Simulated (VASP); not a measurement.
Write the native input for VASP 6.6.1 that does the following.

```yaml
Task: single point
Functional: r2SCAN
Potentials_or_basis: VASP PAW PBE potentials, release 64 (Ge_d)
Cutoff: 520 eV
k_mesh: 8 × 8 × 8
Occupations: fermi-dirac, width 0.02 eV
Spin: no spin polarisation
Dipole_correction: no
Further_INCAR_settings: ALGO = Normal; EDIFF = 1e-07; NBANDS = 21
```

Ge:

```
CELL_PARAMETERS angstrom
0.10313 2.82653 2.82653
2.82653 0.10313 2.82653
2.82653 2.82653 0.10313
ATOMIC_POSITIONS crystal
Ge 0.00240 0.00240 0.00240
Ge 0.24760 0.24760 0.24760
```

This cell differs from its parent crystal: epitaxial 111 strain -4.0%.

The input as run:

POSCAR

```
Ge
1.0
    0.1031332257      2.8265317973      2.8265317973
    2.8265317973      0.1031332257      2.8265317973
    2.8265317973      2.8265317973      0.1031332257
Ge
2
Direct
    0.0023983556      0.0023983556      0.0023983556
    0.2476016444      0.2476016444      0.2476016444
```

INCAR.step1

```
  PREC = Accurate
  ENCUT = 520
  ISMEAR = -1
  SIGMA = 0.02
  LREAL = False
  LASPH = True
  NELM = 100
  NBANDS = 21
  GGA = PE
  ALGO = Normal
  EDIFF = 1E-4
  LWAVE = True
  LCHARG = False
```

INCAR.step2

```
  PREC = Accurate
  ENCUT = 520
  EDIFF = 1E-7
  ISMEAR = -1
  SIGMA = 0.02
  LREAL = False
  LASPH = True
  NELM = 100
  ALGO = Normal
  ISIF = 2
  LWAVE = False
  LCHARG = True
  METAGGA = R2SCAN
  LMIXTAU = True
  LELF = True
  LVHAR = True
  NBANDS = 21
  ISTART = 1
```

KPOINTS

```
regular mesh
0
Gamma
  8 8 8
```

Potentials or basis: VASP PAW PBE potentials, release 64 (Ge_d).

Run with:

```console
$ cat potpaw_PBE.64/Ge_d/POTCAR > POTCAR
$ cp INCAR.step1 INCAR
$ mpirun -np 1 vasp_std > vasp.out
$ cp INCAR.step2 INCAR
$ mpirun -np 1 vasp_std > vasp.out
```

Results of the run:

```
Pressure               : 5.8 GPa
Band gap on the k mesh : 0.20 eV, indirect (least direct gap 0.48 eV)
```

Caveat: the cell differs from its parent crystal (epitaxial 111 strain -4.0%); the PAW data sets were made with another functional, which shifts forces and pressure a little.

Run time: 110 s on 1 thread of Intel(R) Xeon(R) 6975P-C (Granite Rapids) (shared host), peak memory 0.19 GiB.
